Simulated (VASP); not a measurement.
The system is KBr.

```
K Br
1.0
     0.00000    3.68830    3.68830
     3.68830    0.00000    3.68830
     3.68830    3.68830    0.00000
K Br
1 1
Direct
  0.00000 0.00000 0.00000
  0.25000 0.25000 0.25000
```

Base run:

```yaml
Program: VASP 6.6.1
Functional: PBE
Potentials_or_basis: VASP PAW PBE potentials, release 64 (K_sv, Br)
Cutoff: 520 eV
k_mesh: 4 × 4 × 4
Occupations: gaussian, width 0.01 eV
Spin: no spin polarisation
```

Its results: band gap on the k mesh 4.28 eV, indirect (least direct gap 4.30 eV); pressure 0.3 GPa.

Task: The run is repeated on the same cell with these changes: functional from PBE to LDA; potentials or basis from VASP PAW PBE potentials, release 64 (K_sv, Br) to VASP PAW LDA potentials, release 64 (K_sv, Br). What comes out?

Result: Band gap on the k mesh 3.99 eV, indirect (least direct gap 4.01 eV); pressure -1.0 GPa.

A k mesh can miss the band edges.
